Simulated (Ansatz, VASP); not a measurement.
**One calculation of Al3InAs4, two programs**

```
Al In As
1.0
     4.14198    0.00000    0.00000
     0.00000    8.28994    0.00000
     0.00000    0.00000    5.78049
Al In As
3 1 4
Direct
  0.00000 0.74236 0.00010
  0.00000 0.25764 0.00010
  0.50000 0.50000 0.50145
  0.50000 0.00000 0.49961
  0.50000 0.73696 0.76122
  0.00000 0.00000 0.21801
  0.50000 0.26304 0.76122
  0.00000 0.50000 0.25830
```

Alike in both runs: functional PBE; k mesh 4 × 2 × 4; occupations gaussian, width 0.1 eV; no spin polarisation.

Ansatz relaxed the structure, and its values are those at the end. VASP's run is a single point on that final structure, the one shown.

|  | VASP | Ansatz |
| --- | --- | --- |
| version | VASP 6.6.1 | Ansatz 0.2.0 |
| potentials or method | VASP PAW PBE potentials, release 64 (Al, In_d, As), cutoff 520 eV | scalar-relativistic, plane waves, PAW |
| valence electrons in the cell | 42 | 82 |

|  | VASP | Ansatz | Ansatz less VASP |
| --- | --- | --- | --- |
| gap on the k mesh at the Fermi level (eV) | 1.06 | 1.06 | -0.003 |
| least direct gap on the mesh (eV) | 1.06 | 1.06 | -0.003 |
| pressure (GPa) | 0.2 | 0.1 | -0.12 |
| rms of the force components (eV/Å) | 0.004 | 0.005 | +0.0009 |

The functional is the same, so the differences come from potentials, cutoffs and numerics. VASP's potentials hold 42 valence electrons a cell and Ansatz's 82, so a difference there can come from the potentials and not from the codes.
